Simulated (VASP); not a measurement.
# Ni in VASP: further runs

Aim: see how the results for Ni move with the level of theory and the settings. Levels: PBEsol-based screened hybrid, PBEsol, PBE. Tasks: single point.

Everything below comes from runs of VASP 6.6.1. Logs are shortened: lines on timing, memory, paths and dates and some standing lists are left out, and cuts for length are marked.

### Step 1. The cell of the first run

The structure is cubic, space group Fm-3m (No. 225). Conventional cell: a = 3.469 Å, b = 3.469 Å, c = 3.469 Å, α = 90.00°, β = 90.00°, γ = 90.00°. Ni (site symmetry m-3m) has 12 Ni at 2.45 Å within 3.2 Å.

### Step 2. Single point, PBEsol-based screened hybrid, collinear spin, ferromagnetic start

POSCAR

```
Ni
1.0
    0.0000000000      1.7343330399      1.7343330399
    1.7343330399      0.0000000000      1.7343330399
    1.7343330399      1.7343330399      0.0000000000
Ni
1
Direct
    0.0000000000      0.0000000000      0.0000000000
```

INCAR.step1

```
SYSTEM = Ni
PREC     = Accurate       ! precision mode
ENCUT    = 520            ! plane-wave cutoff, eV
EDIFF    = 1E-5           ! SCF threshold, eV
ISMEAR   = -1             ! smearing method
SIGMA    = 0.05           ! smearing width, eV
LREAL    = .False.        ! projectors in reciprocal space
LASPH    = .True.         ! aspherical terms in the spheres
NELM     = 150            ! most SCF steps
ALGO     = Normal         ! electronic algorithm
ISIF     = 2              ! what is computed and relaxed
LWAVE    = .True.         ! write WAVECAR
LCHARG   = .False.        ! write CHGCAR
ISPIN    = 2              ! spin polarisation
MAGMOM   = 1              ! initial moments
LORBIT   = 11             ! projections on sites
LMAXMIX  = 4              ! l up to which the mixer works
NBANDS   = 15             ! bands
GGA      = PE             ! functional
```

INCAR.step2

```
SYSTEM = Ni
PREC     = Accurate       ! precision mode
ENCUT    = 520            ! plane-wave cutoff, eV
EDIFF    = 1E-6           ! SCF threshold, eV
ISMEAR   = -1             ! smearing method
SIGMA    = 0.05           ! smearing width, eV
LREAL    = .False.        ! projectors in reciprocal space
LASPH    = .True.         ! aspherical terms in the spheres
NELM     = 150            ! most SCF steps
ALGO     = Normal         ! electronic algorithm
ISIF     = 2              ! what is computed and relaxed
LWAVE    = .False.        ! write WAVECAR
LCHARG   = .False.        ! write CHGCAR
ISPIN    = 2              ! spin polarisation
MAGMOM   = 1              ! initial moments
LORBIT   = 11             ! projections on sites
LMAXMIX  = 4              ! l up to which the mixer works
GGA      = PS             ! functional
LHFCALC  = .True.         ! exact exchange
AEXX     = 0.25           ! exact-exchange fraction
HFSCREEN = 0.207          ! screening, 1/A
PRECFOCK = Normal       
NBANDS   = 15             ! bands
ISTART   = 1
```

KPOINTS

```
Automatic mesh
0
Gamma
  7 7 7
  0 0 0
```

Potentials or basis: VASP PAW PBE potentials, release 64 (Ni).

Run with:

```
$ cat potpaw_PBE.64/Ni/POTCAR > POTCAR
$ cp INCAR.step1 INCAR
$ mpirun -np 1 vasp_std > vasp.out
$ cp INCAR.step2 INCAR
$ mpirun -np 1 vasp_std > vasp.out
```

OUTCAR:

```text
SYSTEM = Ni
   PREC = Accurate
   ENCUT = 520
   EDIFF = 1E-6
   ISMEAR = -1
   LREAL = .False.
   LASPH = .True.
   NELM = 150
   ISIF = 2
   ISPIN = 2
   LORBIT = 11
   GGA = PS
   LHFCALC = .True.
   AEXX = 0.25
   HFSCREEN = 0.207
   PRECFOCK = Normal
   ISTART = 1

 ion  position               nearest neighbor table
   1  0.000  0.000  0.000-

  LATTYP: Found a face centered cubic cell.
 ALAT       =     3.4686660798

  Lattice vectors:

 A1 = (   0.0000000000,   1.7343330399,   1.7343330399)
 A2 = (   1.7343330399,   0.0000000000,   1.7343330399)
 A3 = (   1.7343330399,   1.7343330399,   0.0000000000)

Analysis of symmetry for initial positions (statically):
=====================================================================
 Subroutine PRICEL returns:
 Original cell was already a primitive cell.

 Routine SETGRP: Setting up the symmetry group for a
 face centered cubic supercell.

 Subroutine GETGRP returns: Found 48 space group operations
 (whereof 48 operations were pure point group operations)
 out of a pool of 48 trial point group operations.

The static configuration has the point symmetry O_h .

Analysis of symmetry for dynamics (positions and initial velocities):
=====================================================================
 Subroutine PRICEL returns:
 Original cell was already a primitive cell.

 Routine SETGRP: Setting up the symmetry group for a
 face centered cubic supercell.

 Subroutine GETGRP returns: Found 48 space group operations
 (whereof 48 operations were pure point group operations)
 out of a pool of 48 trial point group operations.

The dynamic configuration has the point symmetry O_h .

Analysis of structural, dynamic, and magnetic symmetry:
=====================================================================
 Subroutine PRICEL returns:
 Original cell was already a primitive cell.

 Routine SETGRP: Setting up the symmetry group for a
 face centered cubic supercell.

 Subroutine GETGRP returns: Found 48 space group operations
 (whereof 48 operations were pure point group operations)
 out of a pool of 48 trial point group operations.

The overall configuration has the point symmetry O_h .

 Subroutine INISYM returns: Found 48 space group operations
 (whereof 48 operations are pure point group operations),
 and found     1 'primitive' translations

----------------------------------------------------------------------------------------

                                     Primitive cell

  volume of cell :      10.4334

  direct lattice vectors                    reciprocal lattice vectors
     0.000000000  1.734333040  1.734333040    -0.288295263  0.288295263  0.288295263
     1.734333040  0.000000000  1.734333040     0.288295263 -0.288295263  0.288295263
     1.734333040  1.734333040  0.000000000     0.288295263  0.288295263 -0.288295263

  length of vectors
     2.452717307  2.452717307  2.452717307     0.499342043  0.499342043  0.499342043

  position of ions in fractional coordinates (direct lattice)
     0.000000000  0.000000000  0.000000000

  ion indices of the primitive-cell ions
   primitive index   ion index
                 1           1

----------------------------------------------------------------------------------------

 KPOINTS: Automatic mesh

Automatic generation of k-mesh.
 Grid dimensions read from file:
 generate k-points for:    7    7    7

 Generating k-lattice:

  Cartesian coordinates                     Fractional coordinates (reciprocal lattice)
    -0.041185038  0.041185038  0.041185038     0.142857143  0.000000000  0.000000000
     0.041185038 -0.041185038  0.041185038     0.000000000  0.142857143  0.000000000
     0.041185038  0.041185038 -0.041185038     0.000000000  0.000000000  0.142857143

  Length of vectors
     0.071334578  0.071334578  0.071334578

  Shift w.r.t. Gamma in fractional coordinates (k-lattice)
     0.000000000  0.000000000  0.000000000

 Subroutine IBZKPT returns following result:
 ===========================================

[... 32 lines left out ...]
 SYSTEM =  Ni
   PREC   = accura    normal or accurate (medium, high low for compatibility)
   ISTART =      1    job   : 0-new  1-cont  2-samecut
   ICHARG =      0    charge: 1-file 2-atom 10-const
   ISPIN  =      2    spin polarized calculation?
   LNONCOLLINEAR =      F non collinear calculations
   LSORBIT =      F    spin-orbit coupling
   LASPH  =      T    aspherical Exc in radial PAW
   ENCUT  =  520.0 eV  38.22 Ry    6.18 a.u.   4.56  4.56  4.56*2*pi/ulx,y,z
   NELM   =    150;   NELMIN=  2; NELMDL=  0     # of ELM steps
   EDIFF  = 0.1E-05   stopping-criterion for ELM
   LREAL  =      F    real-space projection
   EDIFFG = 0.1E-04   stopping-criterion for IOM
   NSW    =      0    number of steps for IOM
   IBRION =     -1    ionic relax: 0-MD 1-quasi-New 2-CG
   NFREE  =      0    steps in history (QN), initial steepest desc. (CG)
   ISIF   =      2    stress and relaxation
   ISYM   =      3    0-nonsym 1-usesym 2-fastsym
   POTIM  = 0.5000    time-step for ionic-motion
   TEBEG  =    0.0;   TEEND  =   0.0 temperature during run
   PSTRESS=    0.0 pullay stress
   NELECT =      10.0000    total number of electrons
   NUPDOWN=      -1.0000    fix difference up-down
   EMIN   =  10.00;   EMAX   =-10.00  energy-range for DOS
   EFERMI =   0.00;   METHOD = LEGACY
   ISMEAR =    -1;   SIGMA  =   0.05  broadening in eV -4-tet -1-fermi 0-gaus
   EFERMI_NEDOS =   21; number of points for ismear=-14 and -15
   IALGO  =     38    algorithm
   IMIX   =      1    mixing-type and parameters
     AMIX     =   0.40;   BMIX     =  1.00
     AMIX_MAG =   1.60;   BMIX_MAG =  1.00
  volume/ion in A,a.u.               =      10.43        70.41
  Fermi-wavevector in a.u.,A,eV,Ry     =   1.614107  3.050220 35.447824  2.605342
  Thomas-Fermi vector in A             =   2.709069
   LORBIT       =     11    0 simple, 1 ext, 2 COOP (PROOUT), +10 PAW based schemes
   GGA     = PS    functional components
   LHFCALC =     T    Hartree Fock is set to
   PRECFOCK=normal    Normal, Fast or Accurate (Low or Medium for compatibility)
   ENCUT4O =  -1.0   cutoff for four orbital integrals eV
   NKREDX  =     1    reduce k-point grid by
   NKREDY  =     1    reduce k-point grid by
   NKREDZ  =     1    reduce k-point grid by
   AEXX    =    0.2500 exact exchange contribution
   HFSCREEN=    0.2070 screening length (either q_TF or 0.3 A-1)
   HFSCREENC=   0.2070 screening length for correlation (either q_TF or 0.3 A-1)
   ENCUTFOCK=  -1.0 apply spherical cutoff to Coloumb kernel
   IVDW    =     0    specifies the selected vdW correction
   LEPSILON=     F    determine dielectric tensor
   LRPA    =     F    only Hartree local field effects (RPA)
 spin polarized calculation
  energy-cutoff  :      520.00
  volume of cell :       10.43
 maximum number of plane-waves:       295
 NGX is ok and might be reduce to    18
  NGX = 14; NGY = 14; NGZ = 14

 number of electron       9.9999997 magnetization       0.9840333

 Free energy of the ion-electron system (eV)
  ---------------------------------------------------
  ext. energy  EPLUGINS =         0.00000000
  ---------------------------------------------------
  free energy    TOTEN  =        -6.86059088 eV

  energy without entropy =       -6.85926843  energy(sigma->0) =       -6.85992965

 E-fermi :   9.7982     XC(G=0): -11.0819

 val. band max:        9.5737432236   @ k =   0.4286   0.2857   0.0000
 cond. band min:       9.8803871257   @ k =  -0.2857   0.2857   0.0000
 fundamental gap:      0.3066439021
 Fermi energy:         9.7982210468

 spin component 1

 k-point     1 :       0.0000    0.0000    0.0000
  band No.  band energies     occupation
      1      -0.7835      1.00000
      2       4.7317      1.00000
      3       4.7317      1.00000
      4       4.7317      1.00000
      5       6.1965      1.00000
      6       6.1966      1.00000
      7      35.1075      0.00000
      8      39.4534      0.00000
      9      39.4534      0.00000
     10      39.4534      0.00000
     11      42.5201      0.00000
     12      42.5201      0.00000
     13      42.5201      0.00000
     14      45.3216      0.00000
[... 328 lines left out ...]
      1       3.6726      1.00000
      2       3.9111      1.00000
      3       4.6285      1.00000
      4       6.2297      1.00000
      5       6.7925      1.00000
      6      16.9845      0.00000
      7      17.5077      0.00000
      8      21.2160      0.00000
      9      24.9173      0.00000
     10      38.3947      0.00000
     11      44.9023      0.00000
     12      46.1765      0.00000
     13      51.5027      0.00000
     14      56.8030      0.00000
     15      61.8286      0.00000
 Fermi energy:         9.7982210468

 spin component 2

 k-point     1 :       0.0000    0.0000    0.0000
  band No.  band energies     occupation
      1      -0.9759      1.00000
      2       7.4174      1.00000
      3       7.4174      1.00000
      4       7.6017      1.00000
      5       7.6017      1.00000
      6       7.6017      1.00000
      7      34.6695      0.00000
      8      39.3461      0.00000
      9      39.3461      0.00000
     10      39.3461      0.00000
     11      42.9809      0.00000
     12      42.9809      0.00000
     13      42.9809      0.00000
     14      45.1753      0.00000
[... 329 lines left out ...]
      2       6.1647      1.00000
      3       7.1373      1.00000
      4       7.4592      1.00000
      5      10.8066      0.00000
      6      17.6669      0.00000
      7      18.2541      0.00000
      8      21.5408      0.00000
      9      25.0799      0.00000
     10      38.4990      0.00000
     11      44.8987      0.00000
     12      46.3217      0.00000
     13      51.6948      0.00000
     14      56.6458      0.00000
     15      61.8149      0.00000

------------------------ aborting loop because EDIFF is reached ----------------------------------------

  FORCE on cell =-STRESS in cart. coord.  units (eV):
  Direction    XX          YY          ZZ          XY          YZ          ZX
  --------------------------------------------------------------------------------------
  -------------------------------------------------------------------------------------
  Total        0.0369598      0.0369598      0.0369598     -0.0000000      0.0000000     -0.0000000
  in kB        5.6756122      5.6756122      5.6756122     -0.0000000      0.0000000     -0.0000000
  external PRESSURE =       5.6756122 kB  Pullay stress =       0.0000000 kB

 VOLUME and BASIS-vectors are now :
 -----------------------------------------------------------------------------
  energy-cutoff  :      520.00
  volume of cell :       10.43
      direct lattice vectors                 reciprocal lattice vectors
     0.000000000  1.734333040  1.734333040    -0.288295263  0.288295263  0.288295263
     1.734333040  0.000000000  1.734333040     0.288295263 -0.288295263  0.288295263
     1.734333040  1.734333040  0.000000000     0.288295263  0.288295263 -0.288295263

 POSITION                                       TOTAL-FORCE (eV/Angst)
 -----------------------------------------------------------------------------------
      0.00000      0.00000      0.00000         0.000000      0.000000      0.000000
 -----------------------------------------------------------------------------------
    total drift:                               -0.000210     -0.000010      0.000047

  FREE ENERGIE OF THE ION-ELECTRON SYSTEM (eV)
  ---------------------------------------------------
  free  energy   TOTEN  =        -6.8605908754 eV

  energy  without entropy=       -6.8592684346  energy(sigma->0) =       -6.85992965

 total charge

# of ion       s       p       d       tot
------------------------------------------
    1        0.531   0.551   8.346   9.428

 magnetization (x)

# of ion       s       p       d       tot
------------------------------------------
    1       -0.006  -0.054   1.055   0.994
```

Run time: 18 min. Hardware: 1 thread of Intel Xeon Platinum 8488C (Sapphire Rapids), shared host; peak memory 0.23 GiB.

What came out:

```yaml
Free_energy: -6.8606 eV
Pressure: 0.6 GPa
Net_moment: 0.98 μB per cell
Site_moments: Ni +0.99 μB
Valence_electrons_inside_the_program's_atomic_spheres: Ni 9.43
```

Caveat: the k points lie up to 0.45 Å⁻¹ apart; the PAW data sets were made with another functional, which shifts forces and pressure a little.

### Step 3. Single point, PBEsol, collinear spin, ferromagnetic start

This run uses another cell than the first one, of 10.49 Å³/atom, 1.006 times its volume.

INCAR

```
ALGO = Fast
EDIFF = 1E-6
ENCUT = 520
GGA = PS
ISIF = 2
ISMEAR = -1
ISPIN = 2
LASPH = T
LCHARG = F
LMAXMIX = 4
LORBIT = 11
LREAL = F
LWAVE = F
MAGMOM = 1
NBANDS = 15
NELM = 150
PREC = Accurate
SIGMA = 0.05
```

KPOINTS

```
k-points
0
Gamma
  13 13 13
```

POSCAR

```
Ni
1.0
    0.0000000000      1.7552137196      1.7028214743
    1.7552137196      0.0000000000      1.7028214743
    1.7552137196      1.7552137196      0.0000000000
Ni
1
Direct
    0.0000000000      0.0000000000      0.0000000000
```

Potentials or basis: VASP PAW PBE potentials, release 64 (Ni).

Run with:

```
$ cat potpaw_PBE.64/Ni/POTCAR > POTCAR
$ mpirun -np 1 vasp_std > vasp.out
```

Run time: 39 s. Hardware: 1 thread of AMD EPYC 9R45 (Zen 5), shared host; peak memory 0.13 GiB.

Results (log left out):

| Property | Result |
| --- | --- |
| Free energy | -6.1418 eV |
| Pressure | -2.4 GPa |
| Net moment | 0.62 μB per cell |
| Site moments | Ni +0.63 μB |
| Valence electrons inside the program's atomic spheres | Ni 9.38 |

Stress tensor (GPa, compression positive):
```
-3.53  0.00  0.00
 0.00 -3.53  0.00
 0.00  0.00 -0.07
```

Levels at points of the mesh, in eV from the Fermi level:
Spin up:
```tsv
k point	band 1	band 2	band 3	band 4	band 5	band 6	band 7	band 8	band 9	band 10
(0.00, 0.00, 0.00)	-9.32	-2.58	-2.58	-2.39	-1.39	-1.18	24.02	28.01	28.01	28.39
```
Spin down:
```
           k point  band 2  band 3  band 4  band 5  band 6  band 7  band 8  band 9
(0.00, 0.00, 0.00)   -1.86   -1.86   -1.67   -0.78   -0.58   23.92   28.00   28.00
```

Caveat: the PAW data sets were made with another functional, which shifts forces and pressure a little.

### Step 4. Single point, PBEsol, collinear spin, ferromagnetic start

This run uses another cell than the first one, of 10.49 Å³/atom, 1.006 times its volume.

INCAR

```
PREC = Accurate
ENCUT = 590
EDIFF = 1E-6
ISMEAR = -1
SIGMA = 0.05
LREAL = F
LASPH = T
NELM = 200
ALGO = Normal
ISIF = 2
LWAVE = F
LCHARG = F
ISPIN = 2
MAGMOM = 1.2
LORBIT = 11
NUPDOWN = 1.2
LMAXMIX = 4
GGA = PS
NBANDS = 19
GGA_COMPAT = F
```

KPOINTS

```
Automatic mesh
0
Gamma
  11 11 11
```

POSCAR

```
Ni
1.0
    0.0000000000      1.7375729330      1.7375729330
    1.7375729330      0.0000000000      1.7375729330
    1.7375729330      1.7375729330      0.0000000000
Ni
1
Direct
    0.0000000000      0.0000000000      0.0000000000
```

Potentials or basis: VASP PAW PBE potentials, release 64 (Ni_sv_GW).

Run with:

```
$ cat potpaw_PBE.64/Ni_sv_GW/POTCAR > POTCAR
$ mpirun -np 1 vasp_std > vasp.out
```

It took 25 s on 1 thread of AMD EPYC 9R45 (Zen 5), shared host; peak memory 0.12 GiB.

It converged, with:

```yaml
Free_energy: -6.8276 eV
Pressure: 0.4 GPa
Net_moment: 1.20 μB per cell
Site_moments: Ni +1.18 μB
Valence_electrons_inside_the_program's_atomic_spheres: Ni 16.37
```

Caveat: the PAW data sets were made with another functional, which shifts forces and pressure a little; the total moment is fixed, so each spin has its own Fermi level.

### Step 5. Single point, PBE, collinear spin, zero start

This run uses another cell than the first one, of 10.49 Å³/atom, 1.006 times its volume.

INCAR

```
SYSTEM = Ni
ALGO = Normal
EDIFF = 1E-6
ENCUT = 520
GGA = PE
ISIF = 2
ISMEAR = -1
ISPIN = 2
LASPH = .True.
LCHARG = .False.
LMAXMIX = 4
LORBIT = 11
LREAL = .False.
LWAVE = .False.
MAGMOM = 0
NBANDS = 15
NELM = 150
NUPDOWN = 0.0
PREC = Accurate
SIGMA = 0.05
```

KPOINTS

```
k-points
0
Gamma
  11 11 11
  0 0 0
```

POSCAR is that of step 4.

Potentials or basis: VASP PAW PBE potentials, release 64 (Ni).

Run with:

```
$ cat potpaw_PBE.64/Ni/POTCAR > POTCAR
$ mpirun -np 1 vasp_std > vasp.out
```

It took 18 s on 1 thread of Intel Xeon 8259CL, shared host; peak memory 0.13 GiB.

The run converged. Its results:

- Free energy: -5.4150 eV
- Pressure: 6.9 GPa
- Net moment: 0.00 μB per cell
- Valence electrons inside the program's atomic spheres: Ni 9.38

Caveat: the total moment is fixed, so each spin has its own Fermi level.

(Part 1 of 2 ends here.)
